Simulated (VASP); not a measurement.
**In3Sb: relaxation of cell and atoms with PBEsol**

In3Sb:

```
In Sb
1.0
     4.83696    0.00000    0.00000
     0.00000    4.83696    0.00000
     0.00000    0.00000    4.83696
In Sb
3 1
Direct
  0.50000 0.50000 0.00000
  0.50000 0.00000 0.50000
  0.00000 0.50000 0.50000
  0.00000 0.00000 0.00000
```

```
Program                : VASP 6.6.1
Task                   : relaxation of cell and atoms
Functional             : PBEsol
Potentials or basis    : VASP PAW PBE potentials, release 64 (In_d, Sb)
Cutoff                 : 600 eV
k mesh                 : 10 × 10 × 10
Occupations            : gaussian, width 0.1 eV
Spin                   : no spin polarisation
Dipole correction      : no
Further INCAR settings : ALGO = Fast; EDIFF = 1e-06; IBRION = 2; EDIFFG = -0.005; NSW = 100; ISIF = 3
```

```json
{"Relaxed volume": "26.40 Å³/atom", "Relaxed cell": "a = 4.726 Å, b = 4.726 Å, c = 4.726 Å, α = 90.00°, β = 90.00°, γ = 90.00°", "Space group after relaxing (to 0.1 Å)": "Pm-3m (No. 221)", "Energy gained by relaxing": "17.3 meV/atom", "Ionic steps": "14", "Pressure after relaxing": "0.0 GPa", "Band gap on the k mesh": "zero (bands 22 and 23 overlap by 3.88 eV)"}
```

The path:
| step | energy change (eV) | largest force (eV/Å) | pressure (GPa) | volume (Å³) |
| --- | --- | --- | --- | --- |
| 1 | 0.0000 | 0.0000 | -2.59 | 113.17 |
| 2 | -0.0689 | 0.0000 | -0.12 | 105.85 |
| 3 | -0.0690 | 0.0000 | -0.04 | 105.60 |
| 4 | -0.0690 | 0.0000 | -0.04 | 105.60 |
| 5 | -0.0690 | 0.0000 | -0.06 | 105.60 |
| 6 | -0.0690 | 0.0000 | -0.04 | 105.60 |
| 7 | -0.0690 | 0.0000 | -0.04 | 105.60 |
| 8 | -0.0690 | 0.0000 | -0.04 | 105.60 |
| 9 | -0.0690 | 0.0000 | -0.04 | 105.60 |
| 10 | -0.0690 | 0.0000 | -0.04 | 105.60 |
| 11 | -0.0690 | 0.0000 | -0.04 | 105.60 |
| 12 | -0.0690 | 0.0000 | -0.05 | 105.59 |
| 13 | -0.0690 | 0.0000 | -0.05 | 105.59 |
| 14 | -0.0690 | 0.0000 | -0.03 | 105.58 |

Final structure:
```yaml
crystal:
  lattice:
    - [4.72637, 0.00000, 0.00000]
    - [0.00000, 4.72637, 0.00000]
    - [0.00000, 0.00000, 4.72637]
  atoms:
    - { symbol: In, position: [0.50000, 0.50000, 0.00000] }
    - { symbol: In, position: [0.50000, 0.00000, 0.50000] }
    - { symbol: In, position: [0.00000, 0.50000, 0.50000] }
    - { symbol: Sb, position: [0.00000, 0.00000, 0.00000] }
```

Levels at points of the mesh, in eV from the Fermi level:
| k point | band 18 | band 19 | band 20 | band 21 | band 22 | band 23 | band 24 | band 25 | band 26 |
| --- | --- | --- | --- | --- | --- | --- | --- | --- | --- |
| (0.00, 0.00, 0.00) | -3.03 | -3.03 | -3.03 | -2.23 | -2.23 | 2.42 | 2.42 | 2.42 | 3.99 |
| (0.50, 0.00, 0.00) | -3.78 | -1.63 | -1.63 | -1.58 | -0.26 | -0.26 | 0.20 | 1.03 | 4.76 |
| (0.50, 0.50, 0.00) | -6.14 | -5.88 | -0.58 | -0.07 | 0.47 | 0.47 | 1.53 | 1.57 | 1.57 |
| (0.50, 0.50, 0.50) | -4.42 | -4.42 | -4.23 | -4.23 | -4.23 | -3.33 | 5.67 | 5.67 | 5.67 |

Run time: 7.8 min on 1 thread of AMD EPYC 9R45 96-Core Processor (Zen 5), with other jobs on the host, peak memory 0.36 GiB.

Caveat: the PAW data sets were made with another functional, which shifts forces and pressure a little; spin-orbit coupling is left out, which moves the levels of the heavy elements.
